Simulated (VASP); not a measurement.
A run of VASP 6.6.1 is set up as follows.

The input POSCAR:

```
Al2O3
1.0
    3.0174825428      0.0000000000      0.0000000000
   -1.5087412714      2.6132165376      0.0000000000
    0.0000000000      0.0000000000      7.5746360000
Al O
2 3
Direct
   -0.0000745043      0.0000745043      0.2744784516
   -0.0005635954      0.0005635954      0.7143140745
    0.3333333333      0.6666666667      0.1994540002
    0.6660281113      0.3339718887      0.7893298906
   -0.0003175636      0.0003175636      0.4943942844
```

INCAR.step1

```
  PREC = Accurate
  ENCUT = 1480
  ISMEAR = 0
  SIGMA = 0.01
  LREAL = False
  LASPH = True
  NELM = 120
  ISYM = 0
  NBANDS = 20
  GGA = PE
  ALGO = Normal
  EDIFF = 1E-5
  LWAVE = True
  LCHARG = False
  GGA_COMPAT = False
```

File INCAR.step2:

```
  PREC = Accurate
  ENCUT = 1480
  EDIFF = 1E-6
  ISMEAR = 0
  SIGMA = 0.01
  LREAL = False
  LASPH = True
  NELM = 120
  ALGO = Normal
  ISIF = 2
  LWAVE = False
  LCHARG = True
  METAGGA = R2SCAN
  LMIXTAU = True
  LELF = True
  LVHAR = True
  ISYM = 0
  NBANDS = 20
  ISTART = 1
  GGA_COMPAT = False
```

The input KPOINTS:

```
Automatic mesh
0
Gamma
  4 4 2
  0.5 0.5 0.5
```

Potentials or basis: VASP PAW PBE potentials, release 64 (Al, O_h).

Command:

```console
$ cat potpaw_PBE.64/Al/POTCAR potpaw_PBE.64/O_h/POTCAR > POTCAR
$ cp INCAR.step1 INCAR
$ mpirun -np 1 vasp_std > vasp.out
$ cp INCAR.step2 INCAR
$ mpirun -np 1 vasp_std > vasp.out
```

Task: What does it give for the largest force?

Result: 0.049 eV/Å.

Task: What does it give for the pressure?

Result: -3.1 GPa.

Task: Estimate the band gap on the k mesh.

Result: 4.11 eV.

Forces on the atoms (eV/Å):
```
Al   0.005 -0.003 -0.049
Al  -0.005  0.003  0.047
O   -0.006  0.003 -0.001
O    0.006 -0.003  0.002
O    0.000  0.000  0.001
```

Caveat: the k points lie up to 0.60 Å⁻¹ apart; the PAW data sets were made with another functional, which shifts forces and pressure a little; a shifted mesh leaves out Γ, where band edges can lie. A k mesh can miss the band edges.
